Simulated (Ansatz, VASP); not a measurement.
**One calculation of Si2B3, two programs**

Contents of INCAR:

```
SYSTEM = Si2B3
ALGO = Normal
EDIFF = 1E-7
EDIFFG = -0.08
ENCUT = 500
GGA = PE
GGA_COMPAT = .FALSE.
IBRION = 2
ISIF = 3
ISMEAR = 0
LASPH = .TRUE.
LCHARG = .FALSE.
LREAL = .FALSE.
LWAVE = .FALSE.
NELM = 120
NELMIN = 4
NSW = 36
PREC = Accurate
SIGMA = 0.2
```

Contents of KPOINTS:

```
k-points
0
G
  5 5 5
  0 0 0
```

Contents of POSCAR:

```
Si2B3
1.0
    1.8088590300      1.0443452500      5.5881758800
   -1.8088590300      1.0443452500      5.5881758800
    0.0000000000     -2.0886905000      5.5881758800
Si B
2 3
Direct
    0.0000000000      0.0000000000      0.0000000000
    0.5000000000      0.5000000000      0.5000000000
    0.0000000000      0.0000000000      0.5000000000
    0.5000000000      0.0000000000      0.0000000000
    0.0000000000      0.5000000000      0.0000000000
```

Input for Ansatz:

```yaml
crystal:
  lattice:
    - [1.80885903, 1.04434525, 5.58817588]
    - [-1.80885903, 1.04434525, 5.58817588]
    - [0.0, -2.0886905, 5.58817588]
  atoms:
    - { symbol: Si, position: [0.0, 0.0, 0.0] }
    - { symbol: Si, position: [0.5, 0.5, 0.5] }
    - { symbol: B, position: [0.0, 0.0, 0.5] }
    - { symbol: B, position: [0.5, 0.0, 0.0] }
    - { symbol: B, position: [0.0, 0.5, 0.0] }
basis:
  ecutwfc: 420
kpoints:
  mp_grid: { grid: [5, 5, 5] }
hamiltonian:
  xc: pbe
scf:
  occupations: { method: gaussian, width: 0.2 }
  lower_state_search: "off"
output:
  forces: true
  stress: true
  eigenvalues: true
relax:
  adjacent_minimum: "off"
  f_tol: 0.08
  max_steps: 16
  cell: { stress_tol: 0.8 }
```

Alike in both runs: task relaxation of cell and atoms; functional PBE; k mesh 5 × 5 × 5; occupations gaussian, width 0.2 eV; no spin polarisation.

|  | VASP | Ansatz |
| --- | --- | --- |
| version | VASP 6.6.1 | Ansatz 0.2.0 |
| potentials or method | VASP PAW PBE potentials, release 64 (Si, B), cutoff 500 eV | scalar-relativistic, plane waves, PAW |
| valence electrons in the cell | 17 | 17 |

Ansatz gave:

```
gap on the k mesh at the Fermi level, each at its own relaxed structure (eV) : none
relaxed volume (Å³/atom)                                                     : 10.82
relaxed cell length with the largest relative difference (Å)                 : 4.365
```

Which values does VASP return?

gap on the k mesh at the Fermi level, each at its own relaxed structure (eV): none; relaxed volume (Å³/atom): 10.77; relaxed cell length with the largest relative difference (Å): 4.344.

A gap of «none» marks a metal or a gap that the smearing closes.

The k mesh is coarse, so the values compare programs but aren't converged.
